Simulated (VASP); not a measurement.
WAu:

```xyz
2
Lattice="0.0000 2.9092 2.9092 2.9092 0.0000 2.9092 2.9092 2.9092 0.0000" Properties=species:S:1:pos:R:3 pbc="T T T"
W     0.0000    0.0000    0.0000
Au    4.3638    4.3638    4.3638
```

```yaml
Program: VASP 6.6.1
Task: relaxation of cell and atoms
Functional: revPBE
Dispersion: D3(BJ)
Potentials_or_basis: VASP PAW PBE potentials, release 64 (W_sv, Au)
Cutoff: 600 eV
k_mesh: 8 × 8 × 8
Occupations: fermi-dirac, width 0.05 eV
Spin: no spin polarisation
```

At the start: pressure -4.9 GPa; volume 24.62 Å³/atom.

Task: Where does the relaxation end?

Result: Over 4 steps the energy falls by 14.7 meV/atom and the volume is 23.70 Å³/atom (-3.7 %); space group F-43m (No. 216, to 0.05 Å).

Step by step:
| step | energy change (eV) | largest force (eV/Å) | pressure (GPa) | volume (Å³) |
| --- | --- | --- | --- | --- |
| 1 | 0.0000 | 0.0000 | -4.93 | 49.24 |
| 2 | 0.0923 | 0.0000 | 12.49 | 44.04 |
| 3 | -0.0294 | 0.0000 | -0.12 | 47.44 |
| 4 | -0.0294 | 0.0000 | -0.02 | 47.41 |

Final structure:
```cif
data_structure
_symmetry_space_group_name_H-M 'P 1'
_symmetry_Int_Tables_number 1
_cell_length_a 4.0625
_cell_length_b 4.0625
_cell_length_c 4.0625
_cell_angle_alpha 60.000
_cell_angle_beta 60.000
_cell_angle_gamma 60.000
_cell_volume 47.41
loop_
_atom_site_label
_atom_site_type_symbol
_atom_site_fract_x
_atom_site_fract_y
_atom_site_fract_z
_atom_site_occupancy
W1 W 0.00000 0.00000 0.00000 1
Au1 Au 0.75000 0.75000 0.75000 1
```

Caveat: the PAW data sets were made with another functional, which shifts forces and pressure a little; pairwise dispersion overbinds metals, which lowers pressure and volume.
